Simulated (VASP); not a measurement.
# AlRu (Pm-3m) in VASP: vibrations by perturbation theory with PBEsol

Aim: the vibrations by perturbation theory of AlRu with PBEsol.

Everything below comes from runs of VASP 6.6.1. Logs are shortened: lines on timing, memory, paths and dates and some standing lists are left out, and cuts for length are marked.

## Step 1: The cell of the first run

Symmetry: Pm-3m, No. 221, cubic system. Conventional cell: a = 2.976 Å, b = 2.976 Å, c = 2.976 Å, α = 90.00°, β = 90.00°, γ = 90.00°. Within 3.4 Å of Ru (site symmetry m-3m) lie 8 Al at 2.58 Å and 6 Ru at 2.98 Å. Within 3.4 Å of Al (site symmetry m-3m) lie 8 Ru at 2.58 Å and 6 Al at 2.98 Å.

## Step 2: Vibrations by perturbation theory, PBEsol

Input file INCAR:

```
SYSTEM = AlRu
PREC = Accurate
ENCUT = 520
EDIFF = 1E-8
ISMEAR = 0
SIGMA = 0.1
LREAL = .FALSE.
LASPH = .TRUE.
NELM = 100
ALGO = Normal
ISIF = 2
LWAVE = .FALSE.
LCHARG = .TRUE.
GGA = PS
IBRION = 8
NSW = 1
```

Input file KPOINTS:

```
Automatic mesh
0
G
  16 16 16
  0 0 0
```

Input file POSCAR:

```
AlRu
1.0
    2.9762632503      0.0000000000      0.0000000000
    0.0000000000      2.9762632503      0.0000000000
    0.0000000000      0.0000000000      2.9762632503
Ru Al
1 1
Direct
    0.0000000000      0.0000000000      0.0000000000
    0.5000000000      0.5000000000      0.5000000000
```

Potentials or basis: VASP PAW PBE potentials, release 64 (Ru_pv, Al).

Run with:

```sh
$ cat potpaw_PBE.64/Ru_pv/POTCAR potpaw_PBE.64/Al/POTCAR > POTCAR
$ mpirun -np 1 vasp_std > vasp.out
```

OUTCAR:

```text
SYSTEM = AlRu
   PREC = Accurate
   ENCUT = 520
   EDIFF = 1E-8
   ISMEAR = 0
   LREAL = .FALSE.
   LASPH = .TRUE.
   NELM = 100
   ISIF = 2
   GGA = PS
   IBRION = 8
   NSW = 1

 ion  position               nearest neighbor table
   1  0.000  0.000  0.000-   2 2.58   2 2.58   2 2.58   2 2.58   2 2.58   2 2.58   2 2.58   2 2.58

   2  0.500  0.500  0.500-   1 2.58   1 2.58   1 2.58   1 2.58   1 2.58   1 2.58   1 2.58   1 2.58

  LATTYP: Found a simple cubic cell.
 ALAT       =     2.9762632503

  Lattice vectors:

 A1 = (   2.9762632503,   0.0000000000,   0.0000000000)
 A2 = (   0.0000000000,   2.9762632503,   0.0000000000)
 A3 = (   0.0000000000,   0.0000000000,   2.9762632503)

Analysis of symmetry for initial positions (statically):
=====================================================================
 Subroutine PRICEL returns:
 Original cell was already a primitive cell.

 Routine SETGRP: Setting up the symmetry group for a
 simple cubic supercell.

 Subroutine GETGRP returns: Found 48 space group operations
 (whereof 48 operations were pure point group operations)
 out of a pool of 48 trial point group operations.

The static configuration has the point symmetry O_h .

Analysis of symmetry for dynamics (positions and initial velocities):
=====================================================================
 Subroutine PRICEL returns:
 Original cell was already a primitive cell.

 Routine SETGRP: Setting up the symmetry group for a
 simple cubic supercell.

 Subroutine GETGRP returns: Found 48 space group operations
 (whereof 48 operations were pure point group operations)
 out of a pool of 48 trial point group operations.

The dynamic configuration has the point symmetry O_h .

 Subroutine INISYM returns: Found 48 space group operations
[... 523 lines left out ...]
  Total        0.0116678      0.0116678      0.0116678      0.0000000      0.0000000      0.0000000
  in kB        0.7090668      0.7090668      0.7090668      0.0000000      0.0000000      0.0000000
  external PRESSURE =       0.7090668 kB  Pullay stress =       0.0000000 kB

 VOLUME and BASIS-vectors are now :
 -----------------------------------------------------------------------------
  energy-cutoff  :      520.00
  volume of cell :       26.36
      direct lattice vectors                 reciprocal lattice vectors
     2.976263250  0.000000000  0.000000000     0.335991784  0.000000000  0.000000000
     0.000000000  2.976263250  0.000000000     0.000000000  0.335991784  0.000000000
     0.000000000  0.000000000  2.976263250     0.000000000  0.000000000  0.335991784

 POSITION                                       TOTAL-FORCE (eV/Angst)
 -----------------------------------------------------------------------------------
      0.00000      0.00000      0.00000         0.000000      0.000000      0.000000
      1.48813      1.48813      1.48813         0.000000      0.000000      0.000000
 -----------------------------------------------------------------------------------
    total drift:                                0.000000      0.000000      0.000000

  FREE ENERGIE OF THE ION-ELECTRON SYSTEM (eV)
  ---------------------------------------------------
  free  energy   TOTEN  =       -15.5217154489 eV

  energy  without entropy=      -15.5130482211  energy(sigma->0) =      -15.51738184

[... ionic steps 2 to 3 ...]

--------------------------------------- Ionic step        4  -------------------------------------------

------------------------ aborting loop because EDIFF is reached ----------------------------------------

[... ionic steps 5 to 6 ...]

--------------------------------------- Ionic step        7  -------------------------------------------

 Free energy of the ion-electron system (eV)
  ---------------------------------------------------
  ---------------------------------------------------
  free energy    TOTEN  =        -0.00615691 eV

  energy without entropy =       -0.00615691

------------------------ aborting loop because EDIFF is reached ----------------------------------------

 INTERNAL STRAIN TENSOR  FOR ION    2  DIRECTION 1   (eV/Angst):
 -----------------------------------------------------------------------------
    -0.03203  0.00000  0.00000
     0.00000  0.01382 -0.00000
    -0.00000 -0.00000  0.01382

 INTERNAL STRAIN TENSOR FOR ION    2 for displacements in x,y,z  (eV/Angst):
          X           Y           Z          XY          YZ          ZX
  --------------------------------------------------------------------------------
  x     0.00000     0.00000     0.00000     0.00000     0.00000     0.00000
  y     0.00000     0.00000     0.00000     0.00000     0.00000     0.00000
  z     0.00000     0.00000     0.00000     0.00000     0.00000     0.00000

 SECOND DERIVATIVES (NOT SYMMETRIZED)
 ------------------------------------
               1X          1Y          1Z          2X          2Y          2Z
  1X    -8.168575   -0.000000   -0.000000    8.168575    0.000000    0.000000
  1Y    -0.000000   -8.168575   -0.000000    0.000000    8.168575    0.000000
  1Z     0.000000    0.000000   -8.168575   -0.000000   -0.000000    8.168575
  2X     8.170743    0.000000    0.000000   -8.170743   -0.000000   -0.000000
  2Y     0.000000    8.170743    0.000000   -0.000000   -8.170743   -0.000000
  2Z     0.000000    0.000000    8.170743   -0.000000   -0.000000   -8.170743

 Eigenvectors and eigenvalues of the dynamical matrix
 ----------------------------------------------------

   1 f  =    9.683240 THz    60.841592 2PiTHz  322.998124 cm-1    40.046645 meV
             X         Y         Z           dx          dy          dz
      0.000000  0.000000  0.000000    -0.458978    0.000000    0.000000
      1.488132  1.488132  1.488132     0.888448   -0.000000    0.000000
[... 21 lines left out ...]
   6 f/i=    0.000524 THz     0.003293 2PiTHz    0.017482 cm-1     0.002167 meV
             X         Y         Z           dx          dy          dz
      0.000000  0.000000  0.000000    -0.000000   -0.000000   -0.888448
      1.488132  1.488132  1.488132     0.000000    0.000000   -0.458978

--------------------------------------------------------------------------------------------------------

 ELASTIC MODULI CONTR FROM IONIC RELAXATION (kBar)
 Direction    XX          YY          ZZ          XY          YZ          ZX
 --------------------------------------------------------------------------------
 XX           0.0000      0.0000      0.0000      0.0000      0.0000      0.0000
 YY           0.0000      0.0000      0.0000      0.0000      0.0000      0.0000
 ZZ           0.0000      0.0000      0.0000      0.0000      0.0000      0.0000
 XY           0.0000      0.0000      0.0000      0.0000      0.0000      0.0000
 YZ           0.0000      0.0000      0.0000      0.0000      0.0000      0.0000
 ZX           0.0000      0.0000      0.0000      0.0000      0.0000      0.0000
 --------------------------------------------------------------------------------
```

It took 5.7 min on 1 thread of Intel Xeon 8259CL, shared host; peak memory 0.4 GiB.

Results:

```
Highest phonon frequency at Γ : 323 cm⁻¹
```

Phonon frequencies in cm⁻¹ (negative: imaginary):
```csv
q point,frequencies
"(0.000, 0.000, 0.000)",0 0 0 323 323 323
```

Caveat: the PAW data sets were made with another functional, which shifts forces and pressure a little.
